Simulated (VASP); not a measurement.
Here is a VASP 6.6.1 calculation.

The input INCAR:

```
  PREC = Accurate
  ENCUT = 600
  EDIFF = 1E-6
  ISMEAR = -1
  SIGMA = 0.05
  LREAL = False
  LASPH = True
  NELM = 150
  ALGO = Normal
  ISIF = 3
  LWAVE = False
  LCHARG = False
  LMAXMIX = 4
  LDAU = True
  LDAUTYPE = 2
  LDAUL = -1 2
  LDAUU = 0 4
  LDAUJ = 0 0
  LDAUPRINT = 1
  GGA = PE
  IBRION = 2
  NSW = 60
  EDIFFG = -0.01
```

Contents of KPOINTS:

```
Automatic mesh
0
Gamma
  9 9 9
```

File POSCAR:

```
GeW
1.0
    0.0000000000      2.5776100000      2.5776100000
    2.5776100000      0.0000000000      2.5776100000
    2.5776100000      2.5776100000      0.0000000000
Ge W
1 1
Direct
    0.5000000000      0.5000000000      0.5000000000
    0.0000000000      0.0000000000      0.0000000000
```

Potentials or basis: VASP PAW PBE potentials, release 64 (Ge_d, W_sv).

The run is started by

```console
$ cat potpaw_PBE.64/Ge_d/POTCAR potpaw_PBE.64/W_sv/POTCAR > POTCAR
$ mpirun -np 1 vasp_std > vasp.out
```

Problem. What does it give for the relaxed cell?

Solution. a = 3.673 Å, b = 3.673 Å, c = 3.673 Å, α = 60.00°, β = 60.00°, γ = 60.00°.

Problem. What does it give for the band gap on the k mesh?

Solution. Zero (band 14 reaches 9.61 eV, above the bottom of band 15 at 7.90 eV).

Problem. What does it give for the relaxed volume?

Solution. 17.52 Å³/atom.

Step by step:
```
step  energy change (eV)  largest force (eV/Å)  pressure (GPa)  volume (Å³)
   1              0.0000                0.0000            3.96        34.25
   2              0.0157                0.0000           -5.77        36.39
   3             -0.0095                0.0000           -0.01        35.05
```

Caveat: spin-orbit coupling is left out, which moves the levels of the heavy elements; U without spin polarisation on a metal has little footing; the U is typed as a test and isn't derived for this compound.
